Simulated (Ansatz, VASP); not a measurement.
# Two plane-wave programs on B2Se

File INCAR:

```
SYSTEM = B2Se
ALGO = Normal ; EDIFF = 1E-6
ENCUT = 520 ; GGA = PE
ISIF = 2 ; ISMEAR = 0
LASPH = .TRUE. ; LCHARG = .TRUE.
LELF = .TRUE. ; LREAL = .FALSE.
LVHAR = .TRUE. ; LWAVE = .FALSE.
NBANDS = 13 ; NELM = 80
PREC = Accurate ; SIGMA = 0.1
```

File KPOINTS:

```
k-points
0
G
  6 6 4
  0 0 0
```

The input POSCAR:

```
B2Se
1.0
    3.7805331300      0.0000000000      0.0000000000
   -1.8902665600      3.2740377300      0.0000000000
    0.0000000000      0.0000000000      3.7534070600
B Se
2 1
Direct
    0.0000000000      0.0000000000      0.8470585800
    0.0000000000      0.0000000000      0.1529414200
    0.0000000000      0.0000000000      0.5000000000
```

Input for Ansatz:

```yaml
crystal:
  lattice:
    - [3.78053313, 0.0, 0.0]
    - [-1.89026656, 3.27403773, 0.0]
    - [0.0, 0.0, 3.75340706]
  atoms:
    - { symbol: B, position: [0.0, 0.0, 0.84705858] }
    - { symbol: B, position: [0.0, 0.0, 0.15294142] }
    - { symbol: Se, position: [0.0, 0.0, 0.5] }
basis:
  ecutwfc: 420
kpoints:
  mp_grid: { grid: [6, 6, 4] }
hamiltonian:
  xc: pbe
scf:
  occupations: { method: gaussian, width: 0.1 }
  lower_state_search: "off"
output:
  forces: true
  stress: true
  eigenvalues: true
```

Alike in both runs: task single point; functional PBE; k mesh 6 × 6 × 4; occupations gaussian, width 0.1 eV; no spin polarisation.

|  | VASP | Ansatz |
| --- | --- | --- |
| version | VASP 6.6.1 | Ansatz 0.2.0 |
| potentials or method | VASP PAW PBE potentials, release 64 (B, Se), cutoff 520 eV | scalar-relativistic, plane waves, PAW |
| valence electrons in the cell | 12 | 22 |

|  | VASP | Ansatz | Ansatz less VASP |
| --- | --- | --- | --- |
| gap on the k mesh at the Fermi level (eV) | none | none | - |
| rms of the force components (eV/Å) | 9.392 | 9.054 | -0.3384 |

Atom by atom the forces differ by 0.338 eV/Å (rms over components). A gap of «none» marks a metal or a gap that the smearing closes. The functional is the same, so the differences come from potentials, cutoffs and numerics. VASP's potentials hold 12 valence electrons a cell and Ansatz's 22, so a difference there can come from the potentials and not from the codes.

The k mesh is coarse, so the values compare programs but aren't converged.
